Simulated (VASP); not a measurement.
Wanted: the native input for a VASP 6.6.1 run.

| Item | Value |
| --- | --- |
| Task | single point |
| Functional | r2SCAN |
| Dispersion | D3(BJ) |
| Potentials or basis | VASP PAW PBE potentials, release 64 (Zn, Sb, Se) |
| Cutoff | 520 eV |
| k mesh | 4 × 4 × 4 |
| Occupations | methfessel-paxton, width 0.01 eV |
| Spin | no spin polarisation |
| Dipole correction | no |
| Further INCAR settings | ALGO = Normal; EDIFF = 1e-07; NBANDS = 42 |

Crystal: Zn3SbSe4.

```
Zn Sb Se
1.0
     0.00000    5.71318    0.00000
     5.71318    0.00000    0.00000
     2.85659    2.85659   -5.69209
Zn Sb Se
3 1 4
Direct
  0.50000 0.50000 0.00000
  0.75000 0.25000 0.50000
  0.25000 0.75000 0.50000
  0.00000 0.00000 0.00000
  0.61081 0.61081 0.26258
  0.38919 0.87339 0.73742
  0.12661 0.12661 0.26258
  0.87339 0.38919 0.73742
```

These files were run (other wordings do the same):

POSCAR

```
Zn3SbSe4
1.0
    0.0000000000      5.7131810000      0.0000000000
    5.7131810000      0.0000000000      0.0000000000
    2.8565900000      2.8565900000     -5.6920880000
Zn Sb Se
3 1 4
Direct
    0.5000000000      0.5000000000      0.0000000000
    0.7500000000      0.2500000000      0.5000000000
    0.2500000000      0.7500000000      0.5000000000
    0.0000000000      0.0000000000      0.0000000000
    0.6108100000      0.6108100000      0.2625800000
    0.3891900000      0.8733900000      0.7374200000
    0.1266100000      0.1266100000      0.2625800000
    0.8733900000      0.3891900000      0.7374200000
```

INCAR.step1

```
PREC = Accurate
ENCUT = 520
ISMEAR = 1
SIGMA = 0.01
LREAL = F
LASPH = T
NELM = 80
NBANDS = 42
GGA = PE
ALGO = Normal
EDIFF = 1E-4
LWAVE = T
LCHARG = F
```

INCAR.step2

```
PREC = Accurate
ENCUT = 520
EDIFF = 1E-7
ISMEAR = 1
SIGMA = 0.01
LREAL = F
LASPH = T
NELM = 80
ALGO = Normal
ISIF = 2
LWAVE = F
LCHARG = F
METAGGA = R2SCAN
LMIXTAU = T
IVDW = 12
VDW_S6 = 1.0
VDW_S8 = 0.78981345
VDW_A1 = 0.49484001
VDW_A2 = 5.73083694
NBANDS = 42
ISTART = 1
```

KPOINTS

```
Automatic mesh
0
Gamma
  4 4 4
```

Potentials or basis: VASP PAW PBE potentials, release 64 (Zn, Sb, Se).

Run with:

```sh
$ cat potpaw_PBE.64/Zn/POTCAR potpaw_PBE.64/Sb/POTCAR potpaw_PBE.64/Se/POTCAR > POTCAR
$ cp INCAR.step1 INCAR
$ mpirun -np 1 vasp_std > vasp.out
$ cp INCAR.step2 INCAR
$ mpirun -np 1 vasp_std > vasp.out
```

Results of the run:

```json
{"Pressure": "8.4 GPa", "Largest force": "2.230 eV/Å", "Band gap on the k mesh": "zero (an odd number of electrons rules out a gap without spin polarisation)", "Dispersion energy per atom": "-0.168 eV"}
```

Caveat: the cell stands under pressure; the PAW data sets were made with another functional, which shifts forces and pressure a little; spin-orbit coupling is left out, which moves the levels of the heavy elements.

Run time: 3.7 min on 1 thread of Intel(R) Xeon(R) 6975P-C (Granite Rapids), on a shared host, peak memory 0.38 GiB.
